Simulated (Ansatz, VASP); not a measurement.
## Hf2ClO4 in VASP and in Ansatz

INCAR

```
  PREC = Accurate
  ENCUT = 520
  EDIFF = 1E-6
  ISMEAR = 0
  SIGMA = 0.05
  LREAL = F
  LASPH = T
  NELM = 200
  ALGO = Normal
  ISIF = 2
  LWAVE = F
  LCHARG = F
  ISPIN = 2
  MAGMOM = 0 0 0 0 0 0 1
  LORBIT = 11
  LMAXMIX = 4
  LDIPOL = T
  IDIPOL = 3
  DIPOL = 0.5 0.5 0.316
  GGA = PE
  IVDW = 12
  NBANDS = 38
  GGA_COMPAT = F
  NELMDL = -8
```

File KPOINTS:

```
regular mesh
0
Gamma
  9 9 1
```

The input POSCAR:

```
Hf2ClO4
1.0
    3.5874453701      0.0000000000      0.0000000000
   -1.7937226850      3.1068188252      0.0000000000
    0.0000000000      0.0000000000     21.4612281329
O Hf Cl
4 2 1
Direct
    0.0000000000      0.0000000000      0.1863826234
    0.3333333333      0.6666666667      0.2546251504
    0.6666666667      0.3333333333      0.3182215794
    0.0000000000      0.0000000000      0.3895969085
    0.6666666667      0.3333333333      0.2205038869
    0.3333333333      0.6666666667      0.3527665830
    0.3333333333      0.6666666667      0.4921073513
```

Input for Ansatz:

```yaml
crystal:
  lattice:
    - [3.5874453701, 0.0, 0.0]
    - [-1.793722685, 3.1068188252, 0.0]
    - [0.0, 0.0, 21.4612281329]
  atoms:
    - { symbol: O, position: [0.0, 0.0, 0.1863826234] }
    - { symbol: Hf, position: [0.6666666667, 0.3333333333, 0.2205038869] }
    - { symbol: O, position: [0.3333333333, 0.6666666667, 0.2546251504] }
    - { symbol: O, position: [0.6666666667, 0.3333333333, 0.3182215794] }
    - { symbol: Hf, position: [0.3333333333, 0.6666666667, 0.352766583] }
    - { symbol: O, position: [0.0, 0.0, 0.3895969085] }
    - { symbol: Cl, position: [0.3333333333, 0.6666666667, 0.4921073513], spin: 1.0 }
basis:
  ecutwfc: 420
kpoints:
  mp_grid: { grid: [9, 9, 1] }
hamiltonian:
  xc: pbe
  pseudopotentials: { kind: paw, azcp: { folder: soft_1 } }
  dispersion: d3bj
scf:
  occupations: { method: gaussian, width: 0.05 }
output:
  forces: true
  eigenvalues: true
  populations: true
magnetization:
  spin_polarized: true
efield:
  axis: 3
  dipole_correction: true
  ramp_width: 0.04
```

Alike in both runs: task single point; functional PBE; dispersion D3(BJ); k mesh 9 × 9 × 1; occupations gaussian, width 0.05 eV; collinear spin.

|  | VASP | Ansatz |
| --- | --- | --- |
| version | VASP 6.6.1 | Ansatz 0.2.0 |
| potentials or method | VASP PAW PBE potentials, release 64 (O, Hf_pv, Cl), cutoff 520 eV | scalar-relativistic, plane waves, PAW |
| valence electrons in the cell | 51 | 83 |

VASP gave:

- gap on the k mesh at the Fermi level (eV): none
- rms of the force components (eV/Å): 0.408
- net moment per atom (μB): 0.14
- size of the moment on the site where the two differ most (μB): 0.61

Task: Estimate Ansatz's values.

Result: gap on the k mesh at the Fermi level (eV): none; rms of the force components (eV/Å): 0.419; net moment per atom (μB): 0.14; size of the moment on the site where the two differ most (μB): 0.73.

Site moments also hang on the region over which each program counts them. A gap of «none» marks a metal or a gap that the smearing closes. VASP's potentials hold 51 valence electrons a cell and Ansatz's 83, so a difference there can come from the potentials and not from the codes. Ansatz's warnings: stability check not made.

Spin-orbit coupling is off throughout.
